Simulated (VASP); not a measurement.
A run of VASP 6.6.1 is set up as follows.

The input INCAR:

```
  PREC = Accurate
  ENCUT = 600
  EDIFF = 1E-6
  ISMEAR = 0
  SIGMA = 0.1
  LREAL = False
  LASPH = True
  NELM = 60
  ALGO = Normal
  ISIF = 3
  LWAVE = False
  LCHARG = False
  GGA = PE
  IBRION = 2
  NSW = 100
  EDIFFG = -0.002
```

Contents of KPOINTS:

```
Automatic mesh
0
Gamma
  18 18 10
```

The input POSCAR:

```
Re
1.0
    2.7608000000      0.0000000000      0.0000000000
   -1.3804000000      2.3909229348      0.0000000000
    0.0000000000      0.0000000000      4.4582000000
Re
2
Direct
    0.3333333333      0.6666666667      0.2500000000
    0.6666666667      0.3333333333      0.7500000000
```

Potentials or basis: VASP PAW PBE potentials, release 64 (Re).

Run with:

```console
$ cat potpaw_PBE.64/Re/POTCAR > POTCAR
$ mpirun -np 1 vasp_std > vasp.out
```

(1) What does it give for the band gap on the k mesh?

(2) Estimate the relaxed volume.

(3) What does it give for the relaxed cell?

(4) Predict the space group after relaxing (to 0.1 Å).

## Answers

(1) zero (bands 7 and 8 overlap by 3.08 eV).

(2) 14.93 Å³/atom.

(3) a = 2.774 Å, b = 2.774 Å, c = 4.481 Å, α = 90.00°, β = 90.00°, γ = 120.00°.

(4) P6_3/mmc (No. 194).

Caveat: spin-orbit coupling is left out, which moves the levels of the heavy elements.
